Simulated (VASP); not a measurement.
# PbO in VASP: a series of runs, part 2 of 2

VASP 6.6.1. Earlier steps stand in the parts before.

## (3) Single point, LDA (equal xx and yy strain of -1 %)

File INCAR:

```
PREC = Accurate ; ENCUT = 520
EDIFF = 1E-6 ; ISMEAR = -1
SIGMA = 0.03 ; LREAL = False
LASPH = True ; NELM = 80
ALGO = Normal ; ISIF = 2
LWAVE = False ; LCHARG = False
NBANDS = 28
```

File KPOINTS:

```
Automatic mesh
0
Gamma
  7 7 6
```

File POSCAR:

```
PbO
1.0
    3.9346560000      0.0000000000      0.0000000000
    0.0000000000      3.9346560000      0.0000000000
    0.0000000000      0.0000000000      5.0220000000
Pb O
2 2
Direct
    0.0000000000      0.5000000000      0.2351000000
    0.5000000000      0.0000000000      0.7649000000
    0.0000000000      0.0000000000      0.0000000000
    0.5000000000      0.5000000000      0.0000000000
```

Potentials or basis: VASP PAW LDA potentials, release 64 (Pb_d, O).

Run with:

```
$ cat potpaw_LDA.64/Pb_d/POTCAR potpaw_LDA.64/O/POTCAR > POTCAR
$ mpirun -np 1 vasp_std > vasp.out
```

OUTCAR:

```text
PREC = Accurate
   ENCUT = 520
   EDIFF = 1E-6
   ISMEAR = -1
   LREAL = False
   LASPH = True
   NELM = 80
   ISIF = 2

 ion  position               nearest neighbor table
   1  0.000  0.500  0.235-   3 2.29   4 2.29   3 2.29   4 2.29   2 3.65   2 3.65   2 3.65   2 3.65
                             2 3.85   2 3.85   2 3.85   2 3.85
   2  0.500  0.000  0.765-   3 2.29   4 2.29   4 2.29   3 2.29   1 3.65   1 3.65   1 3.65   1 3.65
                             1 3.85   1 3.85   1 3.85   1 3.85
   3  0.000  0.000  0.000-   1 2.29   2 2.29   1 2.29   2 2.29
   4  0.500  0.500  0.000-   1 2.29   2 2.29   2 2.29   1 2.29

  LATTYP: Found a simple tetragonal cell.
 ALAT       =     3.9346560000
 C/A-ratio  =     1.2763504611

  Lattice vectors:

 A1 = (   3.9346560000,   0.0000000000,   0.0000000000)
 A2 = (   0.0000000000,   3.9346560000,   0.0000000000)
 A3 = (   0.0000000000,   0.0000000000,   5.0220000000)

Analysis of symmetry for initial positions (statically):
=====================================================================
 Subroutine PRICEL returns:
 Original cell was already a primitive cell.

 Routine SETGRP: Setting up the symmetry group for a
 simple tetragonal supercell.

 Subroutine GETGRP returns: Found 16 space group operations
 (whereof  8 operations were pure point group operations)
 out of a pool of 16 trial point group operations.

The static configuration has the point symmetry D_2d.
 The point group associated with its full space group is D_4h.

Analysis of symmetry for dynamics (positions and initial velocities):
=====================================================================
 Subroutine PRICEL returns:
 Original cell was already a primitive cell.

 Routine SETGRP: Setting up the symmetry group for a
 simple tetragonal supercell.

 Subroutine GETGRP returns: Found 16 space group operations
 (whereof  8 operations were pure point group operations)
[... 119 lines left out ...]
   NUPDOWN=      -1.0000    fix difference up-down
   EMIN   =  10.00;   EMAX   =-10.00  energy-range for DOS
   EFERMI =   0.00;   METHOD = LEGACY
   ISMEAR =    -1;   SIGMA  =   0.03  broadening in eV -4-tet -1-fermi 0-gaus
   EFERMI_NEDOS =   21; number of points for ismear=-14 and -15
   IALGO  =     38    algorithm
   IMIX   =      4    mixing-type and parameters
     AMIX     =   0.40;   BMIX     =  1.00
     AMIX_MAG =   1.60;   BMIX_MAG =  1.00
  volume/ion in A,a.u.               =      19.44       131.17
  Fermi-wavevector in a.u.,A,eV,Ry     =   1.311791  2.478926 23.412857  1.720796
  Thomas-Fermi vector in A             =   2.442228
   LORBIT       =      0    0 simple, 1 ext, 2 COOP (PROOUT), +10 PAW based schemes
   GGA     = CA    functional components
   LHFCALC =     F    Hartree Fock is set to
   AEXX    =    0.0000 exact exchange contribution
   IVDW    =     0    specifies the selected vdW correction
   LEPSILON=     F    determine dielectric tensor
   LRPA    =     F    only Hartree local field effects (RPA)
 non-spin polarized calculation
  energy-cutoff  :      520.00
  volume of cell :       77.75
 maximum number of plane-waves:      2130
 NGX is ok and might be reduce to    30
   NGX = 15   NGY = 15   NGZ = 19

 number of electron      39.9999993 magnetization

 Free energy of the ion-electron system (eV)
  ---------------------------------------------------
  ext. energy  EPLUGINS =         0.00000000
  ---------------------------------------------------
  free energy    TOTEN  =       -24.39937821 eV

  energy without entropy =      -24.39937821  energy(sigma->0) =      -24.39937821

 E-fermi :   5.7612     XC(G=0): -10.3968

 val. band max:        5.1304061705   @ k =   0.1429   0.0000   0.0000
 cond. band min:       6.5232941334   @ k =   0.4286   0.4286   0.0000
 fundamental gap:      1.3928879628
 Fermi energy:         5.7611875001

 k-point     1 :       0.0000    0.0000    0.0000
  band No.  band energies     occupation
      1     -13.3401      2.00000
      2     -12.7409      2.00000
      3     -10.9051      2.00000
      4     -10.9051      2.00000
      5     -10.8261      2.00000
      6     -10.8257      2.00000
[... 733 lines left out ...]
     27      14.3640      0.00000
     28      15.1357      0.00000

 [... further k-points ...]
[... 5 lines left out ...]
  --------------------------------------------------------------------------------------
  -------------------------------------------------------------------------------------
  Total        0.1718538      0.1718538      0.0160191      0.0000000      0.0000000      0.0000000
  in kB        3.5414367      3.5414367      0.3301104      0.0000000      0.0000000      0.0000000
  external PRESSURE =       2.4709946 kB  Pullay stress =       0.0000000 kB

 VOLUME and BASIS-vectors are now :
 -----------------------------------------------------------------------------
  energy-cutoff  :      520.00
  volume of cell :       77.75
      direct lattice vectors                 reciprocal lattice vectors
     3.934656000  0.000000000  0.000000000     0.254151824  0.000000000  0.000000000
     0.000000000  3.934656000  0.000000000     0.000000000  0.254151824  0.000000000
     0.000000000  0.000000000  5.022000000     0.000000000  0.000000000  0.199123855

 POSITION                                       TOTAL-FORCE (eV/Angst)
 -----------------------------------------------------------------------------------
      0.00000      1.96733      1.18067        -0.000000      0.000000      0.148447
      1.96733      0.00000      3.84133         0.000000      0.000000     -0.148447
      0.00000      0.00000      0.00000         0.000000      0.000000     -0.000000
      1.96733      1.96733      0.00000        -0.000000      0.000000     -0.000000
 -----------------------------------------------------------------------------------
    total drift:                                0.000000      0.000000     -0.000000

  FREE ENERGIE OF THE ION-ELECTRON SYSTEM (eV)
  ---------------------------------------------------
  free  energy   TOTEN  =       -24.3993782087 eV

  energy  without entropy=      -24.3993782087  energy(sigma->0) =      -24.39937821
```

OSZICAR:

```text
N       E                     dE             d eps       ncg     rms          rms(c)
DAV:   1     0.464004408910E+03    0.46400E+03   -0.19771E+04  2240   0.171E+03
DAV:   2     0.326012210942E+02   -0.43140E+03   -0.41318E+03  2300   0.451E+02
DAV:   3    -0.260236975322E+02   -0.58625E+02   -0.57057E+02  2804   0.182E+02
DAV:   4    -0.287083463317E+02   -0.26846E+01   -0.26734E+01  2640   0.402E+01
DAV:   5    -0.287879066403E+02   -0.79560E-01   -0.79552E-01  2548   0.749E+00    0.119E+01
DAV:   6    -0.246571064812E+02    0.41308E+01   -0.22984E+01  3308   0.398E+01    0.518E+00
DAV:   7    -0.244664808282E+02    0.19063E+00   -0.27032E+00  2776   0.117E+01    0.239E+00
DAV:   8    -0.244126570077E+02    0.53824E-01   -0.55490E-01  2436   0.473E+00    0.819E-01
DAV:   9    -0.243988850153E+02    0.13772E-01   -0.61166E-02  3564   0.210E+00    0.228E-01
DAV:  10    -0.243997010151E+02   -0.81600E-03   -0.11425E-02  2672   0.730E-01    0.908E-02
DAV:  11    -0.243994257407E+02    0.27527E-03   -0.20216E-03  3828   0.373E-01    0.581E-02
DAV:  12    -0.243993911114E+02    0.34629E-04   -0.18803E-04  3304   0.126E-01    0.336E-02
DAV:  13    -0.243993784095E+02    0.12702E-04   -0.67064E-05  3116   0.585E-02    0.504E-03
DAV:  14    -0.243993782087E+02    0.20076E-06   -0.28528E-06  1768   0.228E-02
   1 F= -.24399378E+02 E0= -.24399378E+02  d E =-.197810E-10
```

It took 2.5 min on 1 thread of AMD EPYC 7R13, shared host; peak memory 0.17 GiB.

Results:

```yaml
Free_energy: -24.3994 eV
Pressure: 0.2 GPa
Largest_force: 0.148 eV/Å
Band_gap_on_the_k_mesh: 1.39 eV (least direct gap 2.27 eV)
```

Forces in eV/Å, atoms in the order of the input:
```
Pb   0.000  0.000  0.148
Pb   0.000  0.000 -0.148
O    0.000  0.000  0.000
O    0.000  0.000  0.000
```

Levels at points of the mesh, in eV from the valence-band top:
| k point | band 16 | band 17 | band 18 | band 19 | band 20 | band 21 | band 22 | band 23 | band 24 | band 25 |
| --- | --- | --- | --- | --- | --- | --- | --- | --- | --- | --- |
| (0.00, 0.00, 0.00) | -4.54 | -1.86 | -1.82 | -1.82 | 0.00 | 2.33 | 5.25 | 5.68 | 5.68 | 6.49 |
| (0.00, 0.00, 0.50) | -4.27 | -1.90 | -1.85 | -1.85 | -1.10 | 1.83 | 3.96 | 3.96 | 4.28 | 8.67 |

Caveat: the cell differs from its parent crystal (equal xx and yy strain of -1 %); spin-orbit coupling is left out, which moves the levels of the heavy elements. A k mesh can miss the band edges.

## (4) Single point, LDA (equal xy, yz and zx shear strains of -2 %)

File INCAR:

```
SYSTEM = PbO
PREC = Accurate
ENCUT = 520
EDIFF = 1E-7
ISMEAR = -1
SIGMA = 0.03
LREAL = .FALSE.
LASPH = .TRUE.
NELM = 100
ALGO = Normal
ISIF = 2
LWAVE = .FALSE.
LCHARG = .FALSE.
GGA = CA
NBANDS = 28
```

File KPOINTS:

```
regular mesh
0
G
  7 7 6
  0 0 0
```

File POSCAR:

```
PbO
1.0
    3.9744000000     -0.0397440000     -0.0397440000
   -0.0397440000      3.9744000000     -0.0397440000
   -0.0502200000     -0.0502200000      5.0220000000
Pb O
2 2
Direct
    0.0000000000      0.5000000000      0.2351000000
    0.5000000000      0.0000000000      0.7649000000
    0.0000000000      0.0000000000      0.0000000000
    0.5000000000      0.5000000000      0.0000000000
```

Potentials or basis: VASP PAW LDA potentials, release 64 (Pb_d, O).

Run with:

```
$ cat potpaw_LDA.64/Pb_d/POTCAR potpaw_LDA.64/O/POTCAR > POTCAR
$ mpirun -np 1 vasp_std > vasp.out
```

OUTCAR:

```text
SYSTEM = PbO
   PREC = Accurate
   ENCUT = 520
   EDIFF = 1E-7
   ISMEAR = -1
   LREAL = .FALSE.
   LASPH = .TRUE.
   NELM = 100
   ISIF = 2
   GGA = CA

 ion  position               nearest neighbor table
   1  0.000  0.500  0.235-   3 2.29   4 2.29   3 2.33   4 2.33   2 3.60   2 3.69   2 3.69   2 3.70
                             2 3.79   2 3.89   2 3.89   2 3.90
   2  0.500  0.000  0.765-   3 2.29   4 2.29   4 2.33   3 2.33   1 3.60   1 3.69   1 3.69   1 3.70
                             1 3.79   1 3.89   1 3.89   1 3.90
   3  0.000  0.000  0.000-   1 2.29   2 2.29   1 2.33   2 2.33
   4  0.500  0.500  0.000-   1 2.29   2 2.29   2 2.33   1 2.33

  LATTYP: Found a base centered monoclinic cell.
 ALAT       =     5.5650115920
 B/A-ratio  =     1.0200979445
 C/A-ratio  =     1.3278669152
 COS(beta)  =    -0.7337702971

  Lattice vectors:

 A1 = (  -3.9744000000,   0.0397440000,   0.0397440000)
 A2 = (   0.0397440000,  -3.9744000000,   0.0397440000)
 A3 = (   3.8844360000,   3.8844360000,   4.9425120000)

Analysis of symmetry for initial positions (statically):
=====================================================================
 Subroutine PRICEL returns:
 Original cell was already a primitive cell.

 Routine SETGRP: Setting up the symmetry group for a
 base centered monoclinic supercell.

 Subroutine GETGRP returns: Found  4 space group operations
 (whereof  2 operations were pure point group operations)
 out of a pool of  4 trial point group operations.

The static configuration has the point symmetry C_2 .
 The point group associated with its full space group is C_2h.

Analysis of symmetry for dynamics (positions and initial velocities):
=====================================================================
 Subroutine PRICEL returns:
 Original cell was already a primitive cell.

 Routine SETGRP: Setting up the symmetry group for a
[... 122 lines left out ...]
   NELECT =      40.0000    total number of electrons
   NUPDOWN=      -1.0000    fix difference up-down
   EMIN   =  10.00;   EMAX   =-10.00  energy-range for DOS
   EFERMI =   0.00;   METHOD = LEGACY
   ISMEAR =    -1;   SIGMA  =   0.03  broadening in eV -4-tet -1-fermi 0-gaus
   EFERMI_NEDOS =   21; number of points for ismear=-14 and -15
   IALGO  =     38    algorithm
   IMIX   =      4    mixing-type and parameters
     AMIX     =   0.40;   BMIX     =  1.00
     AMIX_MAG =   1.60;   BMIX_MAG =  1.00
  volume/ion in A,a.u.               =      19.83       133.79
  Fermi-wavevector in a.u.,A,eV,Ry     =   1.303163  2.462620 23.105859  1.698233
  Thomas-Fermi vector in A             =   2.434183
   LORBIT       =      0    0 simple, 1 ext, 2 COOP (PROOUT), +10 PAW based schemes
   GGA     = CA    functional components
   LHFCALC =     F    Hartree Fock is set to
   AEXX    =    0.0000 exact exchange contribution
   IVDW    =     0    specifies the selected vdW correction
   LEPSILON=     F    determine dielectric tensor
   LRPA    =     F    only Hartree local field effects (RPA)
 non-spin polarized calculation
  energy-cutoff  :      520.00
  volume of cell :       79.30
 maximum number of plane-waves:      2166
 NGX is ok and might be reduce to    30
   NGX = 15   NGY = 15   NGZ = 19

 number of electron      39.9999997 magnetization

 Free energy of the ion-electron system (eV)
  ---------------------------------------------------
  ext. energy  EPLUGINS =         0.00000000
  ---------------------------------------------------
  free energy    TOTEN  =       -24.37925169 eV

  energy without entropy =      -24.37925169  energy(sigma->0) =      -24.37925169

 E-fermi :   5.4843     XC(G=0): -10.3005

 val. band max:        4.8553393241   @ k =   0.1429  -0.0000  -0.0000
 cond. band min:       6.2725256656   @ k =  -0.4286   0.4286   0.0000
 fundamental gap:      1.4171863415
 Fermi energy:         5.4842621687

 k-point     1 :       0.0000    0.0000    0.0000
  band No.  band energies     occupation
      1     -13.3694      2.00000
      2     -12.8474      2.00000
      3     -11.1182      2.00000
      4     -11.0935      2.00000
      5     -11.0355      2.00000
      6     -11.0222      2.00000
[... 733 lines left out ...]
     27      13.3974      0.00000
     28      14.7914      0.00000

 [... further k-points ...]
[... 5 lines left out ...]
  --------------------------------------------------------------------------------------
  -------------------------------------------------------------------------------------
  Total       -0.8263192     -0.8263192     -0.6035326      0.6011498      0.4301060      0.4301060
  in kB      -16.6943585    -16.6943585    -12.1933391     12.1451981      8.6895532      8.6895519
  external PRESSURE =     -15.1940187 kB  Pullay stress =       0.0000000 kB

 VOLUME and BASIS-vectors are now :
 -----------------------------------------------------------------------------
  energy-cutoff  :      520.00
  volume of cell :       79.30
      direct lattice vectors                 reciprocal lattice vectors
     3.974400000 -0.039744000 -0.039744000     0.251661147  0.002542032  0.002542032
    -0.039744000  3.974400000 -0.039744000     0.002542032  0.251661147  0.002542032
    -0.050220000 -0.050220000  5.022000000     0.002011758  0.002011758  0.199164090

 POSITION                                       TOTAL-FORCE (eV/Angst)
 -----------------------------------------------------------------------------------
     -0.03168      1.97539      1.16080         0.128345      0.128345     -0.081569
      1.94879     -0.05829      3.82146        -0.128345     -0.128345      0.081569
      0.00000      0.00000      0.00000         0.075040     -0.075040      0.000000
      1.96733      1.96733     -0.03974        -0.075040      0.075040     -0.000000
 -----------------------------------------------------------------------------------
    total drift:                                0.000000      0.000000     -0.000000

  FREE ENERGIE OF THE ION-ELECTRON SYSTEM (eV)
  ---------------------------------------------------
  free  energy   TOTEN  =       -24.3792516885 eV

  energy  without entropy=      -24.3792516885  energy(sigma->0) =      -24.37925169
```

Run time: 5.8 min. Hardware: 1 thread of AMD EPYC 7R13, shared host; peak memory 0.24 GiB.

Results:

```yaml
Free_energy: -24.3793 eV
Pressure: -1.5 GPa
Largest_force: 0.199 eV/Å
Band_gap_on_the_k_mesh: 1.42 eV (least direct gap 2.22 eV)
```

Forces on the atoms (eV/Å):
```
Pb   0.128  0.128 -0.082
Pb  -0.128 -0.128  0.082
O    0.075 -0.075  0.000
O   -0.075  0.075  0.000
```

Caveat: the cell differs from its parent crystal (equal xy, yz and zx shear strains of -2 %); spin-orbit coupling is left out, which moves the levels of the heavy elements.

## (5) Single point, LDA (equal xy, yz and zx shear strains of -1 %)

File INCAR:

```
PREC = Accurate ; ENCUT = 520
EDIFF = 1E-6 ; ISMEAR = -1
SIGMA = 0.03 ; LREAL = False
LASPH = True ; NELM = 100
ALGO = Normal ; ISIF = 2
LWAVE = False ; LCHARG = True
LELF = True ; LVHAR = True
NBANDS = 28
```

File KPOINTS:

```
Automatic mesh
0
Gamma
  7 7 6
```

File POSCAR:

```
PbO
1.0
    3.9744000000     -0.0198720000     -0.0198720000
   -0.0198720000      3.9744000000     -0.0198720000
   -0.0251100000     -0.0251100000      5.0220000000
Pb O
2 2
Direct
    0.0000000000      0.5000000000      0.2351000000
    0.5000000000      0.0000000000      0.7649000000
    0.0000000000      0.0000000000      0.0000000000
    0.5000000000      0.5000000000      0.0000000000
```

Run with:

```
$ cat potpaw_LDA.64/Pb_d/POTCAR potpaw_LDA.64/O/POTCAR > POTCAR
$ mpirun -np 1 vasp_std > vasp.out
```

Run time: 5.5 min. Hardware: 1 thread of AMD EPYC 7R13, shared host; peak memory 0.24 GiB.

The run converged. Its results:

```
Free energy            : -24.3901 eV
Pressure               : -1.6 GPa
Largest force          : 0.127 eV/Å
Band gap on the k mesh : 1.44 eV (least direct gap 2.22 eV)
```

Forces on the atoms (eV/Å):
```
Pb   0.064  0.064 -0.090
Pb  -0.064 -0.064  0.090
O    0.037 -0.037  0.000
O   -0.037  0.037  0.000
```

Stress tensor (GPa, compression positive):
```
-1.75  0.60  0.43
 0.60 -1.75  0.43
 0.43  0.43 -1.27
```

Levels at points of the mesh, in eV from the valence-band top:
```csv
k point,band 17,band 18,band 19,band 20,band 21,band 22,band 23,band 24
"(0.00, 0.00, 0.00)",-1.78,-1.74,-1.66,-0.01,2.30,5.27,5.60,5.67
"(0.00, 0.00, 0.50)",-1.81,-1.78,-1.69,-0.95,1.79,3.93,3.99,4.21
```

Caveat: the cell differs from its parent crystal (equal xy, yz and zx shear strains of -1 %); spin-orbit coupling is left out, which moves the levels of the heavy elements. A k mesh can miss the band edges.

## (6) Summary

```csv
cell,gap on the mesh (eV),pressure (GPa),largest force (eV/Å)
"a = 3.895, b = 3.895, c = 5.022 Å, 4 atoms",1.33,2.3,0.41
"a = 3.935, b = 3.935, c = 5.022 Å, 4 atoms",1.39,0.2,0.15
"a = 3.975, b = 3.975, c = 5.023 Å, angles 91.1°, 4 atoms",1.42,-1.5,0.20
"a = 3.974, b = 3.974, c = 5.022 Å, angles 90.6°, 4 atoms",1.44,-1.6,0.13
```

Alike in all rows: task single point; level LDA; potentials or basis VASP PAW LDA potentials, release 64 (Pb_d, O); no spin polarisation; k mesh 7 × 7 × 6; cutoff (eV) 520; smearing fermi-dirac 0.03 eV.

Caveats: spin-orbit coupling is left out, which moves the levels of the heavy elements.

Absolute energies hang on the potentials; compare differences alone.
